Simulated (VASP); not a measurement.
Here is a VASP 6.6.1 calculation.

Contents of INCAR:

```
SYSTEM = InO2
PREC     = Accurate       ! precision mode
ENCUT    = 520            ! plane-wave cutoff, eV
EDIFF    = 1E-6           ! SCF threshold, eV
ISMEAR   = 0              ! smearing method
SIGMA    = 0.1            ! smearing width, eV
LREAL    = .False.        ! projectors in reciprocal space
LASPH    = .True.         ! aspherical terms in the spheres
NELM     = 150            ! most SCF steps
ALGO     = Normal         ! electronic algorithm
ISIF     = 2              ! what is computed and relaxed
LWAVE    = .False.        ! write WAVECAR
LCHARG   = .False.        ! write CHGCAR
ISPIN    = 2              ! spin polarisation
MAGMOM   = 0 1 1          ! initial moments
LORBIT   = 11             ! projections on sites
GGA      = PE             ! functional
NBANDS   = 24             ! bands
```

The input KPOINTS:

```
Automatic mesh
0
Gamma
  6 6 6
  0 0 0
```

POSCAR

```
InO2
1.0
    0.0000000000      2.7024434200      2.7024434200
    2.7024434200      0.0000000000      2.7024434200
    2.7024434200      2.7024434200      0.0000000000
In O
1 2
Direct
    0.0000000000      0.0000000000      0.0000000000
    0.7500000000      0.7500000000      0.7500000000
    0.5000000000      0.5000000000      0.5000000000
```

Potentials or basis: VASP PAW PBE potentials, release 64 (In_d, O).

Run with:

```bash
$ cat potpaw_PBE.64/In_d/POTCAR potpaw_PBE.64/O/POTCAR > POTCAR
$ mpirun -np 1 vasp_std > vasp.out
```

**Question.** Estimate the net moment.

**Answer.** 1.03 μB per cell.

**Question.** Estimate the band gap on the k mesh.

**Answer.** Zero (filled and empty bands overlap).

**Question.** Predict the pressure.

**Answer.** -6.5 GPa.

Caveat: the cell stands under tension; spin-orbit coupling is left out, which moves the levels of the heavy elements.
